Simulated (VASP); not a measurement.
A run of VASP 6.6.1:

Contents of INCAR:

```
ALGO = Normal
EDIFF = 1E-6
ENCUT = 520
GGA = PE
ISIF = 2
ISMEAR = -1
LASPH = True
LCHARG = False
LREAL = False
LWAVE = False
NBANDS = 36
NELM = 80
PREC = Accurate
SIGMA = 0.05
```

File KPOINTS:

```
k-points
0
Gamma
  7 7 7
```

POSCAR

```
GaGe3
1.0
    0.0000000000      3.4317400984      3.4317400984
    3.4317400984      0.0000000000      3.4317400984
    3.4317400984      3.4317400984      0.0000000000
Ge Ga
3 1
Direct
    0.5000000000      0.5000000000      0.5000000000
    0.7500000000      0.7500000000      0.7500000000
    0.2500000000      0.2500000000      0.2500000000
    0.0000000000      0.0000000000      0.0000000000
```

Potentials or basis: VASP PAW PBE potentials, release 64 (Ge_d, Ga_d).

Command:

```console
$ cat potpaw_PBE.64/Ge_d/POTCAR potpaw_PBE.64/Ga_d/POTCAR > POTCAR
$ mpirun -np 1 vasp_std > vasp.out
```

Hardware: 1 thread of AMD EPYC 9R45 96-Core Processor (Zen 5) (shared host).

**Question.** How long does it take, and how much memory?

**Answer.** Run time: 38 s on 1 thread of AMD EPYC 9R45 96-Core Processor (Zen 5), with other jobs on the host, peak memory 0.19 GiB. Counts: scf iterations 12, k points 20.
